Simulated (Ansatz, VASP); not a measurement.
**Two plane-wave programs on Li2Se**

Contents of POSCAR:

```
Li2Se
1.0
    0.0000000000      2.9934588645      2.9934588645
    2.9934588645      0.0000000000      2.9934588645
    2.9934588645      2.9934588645      0.0000000000
Li Se
2 1
Direct
    0.2500000000      0.2500000000      0.2500000000
    0.7500000000      0.7500000000      0.7500000000
    0.0000000000      0.0000000000      0.0000000000
```

The input INCAR.step1:

```
ALGO     = Normal         # electronic algorithm
EDIFF    = 1E-5           # SCF threshold, eV
ENCUT    = 830            # plane-wave cutoff, eV
GGA      = PE             # functional
GGA_COMPAT= F            
ISMEAR   = 0              # smearing method
LASPH    = T              # aspherical terms in the spheres
LCHARG   = F              # write CHGCAR
LREAL    = F              # projectors in reciprocal space
LWAVE    = T              # write WAVECAR
NBANDS   = 13             # bands
NELM     = 120            # most SCF steps
PREC     = Accurate       # precision mode
SIGMA    = 0.01           # smearing width, eV
```

Contents of INCAR.step2:

```
ALGO     = Normal         # electronic algorithm
EDIFF    = 1E-6           # SCF threshold, eV
ENCUT    = 830            # plane-wave cutoff, eV
GGA_COMPAT= F            
ISIF     = 2              # what is computed and relaxed
ISMEAR   = 0              # smearing method
ISTART   = 1            
LASPH    = T              # aspherical terms in the spheres
LCHARG   = F              # write CHGCAR
LMIXTAU  = T            
LREAL    = F              # projectors in reciprocal space
LWAVE    = F              # write WAVECAR
METAGGA  = R2SCAN         # meta-GGA
NBANDS   = 13             # bands
NELM     = 120            # most SCF steps
PREC     = Accurate       # precision mode
SIGMA    = 0.01           # smearing width, eV
```

The input KPOINTS:

```
k-points
0
Gamma
  8 8 8
```

Input for Ansatz:

```yaml
crystal:
  lattice:
    - [0.0, 2.9934588645, 2.9934588645]
    - [2.9934588645, 0.0, 2.9934588645]
    - [2.9934588645, 2.9934588645, 0.0]
  atoms:
    - { symbol: Li, position: [0.25, 0.25, 0.25] }
    - { symbol: Li, position: [0.75, 0.75, 0.75] }
    - { symbol: Se, position: [0.0, 0.0, 0.0] }
kpoints:
  mp_grid: { grid: [8, 8, 8] }
  band_path:
    path:
      - [0.0, 0.0, 0.0]
      - [0.5, 0.0, 0.5]
      - [0.625, 0.25, 0.625]
      - [0.375, 0.375, 0.75]
      - [0.5, 0.5, 0.5]
      - [0.5, 0.25, 0.75]
      - [0.0, 0.5, 0.5]
    npoints: 1
hamiltonian:
  xc: r2scan
scf:
  occupations: { method: fixed }
  n_extra_bands: 4
output:
  forces: true
  stress: true
  eigenvalues: true
```

Alike in both runs: task single point; functional r2SCAN; k mesh 8 × 8 × 8; no spin polarisation.

```csv
,VASP,Ansatz
version,VASP 6.6.1,Ansatz 0.2.0
potentials or method,"VASP PAW PBE potentials, release 64 (Li_sv, Se)","plane waves, PAW"
plane-wave cutoff (eV),830,500
occupations,"gaussian, width 0.01 eV",fixed
valence electrons in the cell,12,22
```

Ansatz gave:

- gap on the k mesh at the Fermi level (eV): 3.48
- pressure (GPa): 0.0

**Question.** What did VASP give for the same quantities?

**Answer.** gap on the k mesh at the Fermi level (eV): 3.46; pressure (GPa): -0.2.

VASP's potentials were made for PBE, not for r2SCAN. VASP's potentials hold 12 valence electrons a cell and Ansatz's 22, so a difference there can come from the potentials and not from the codes.
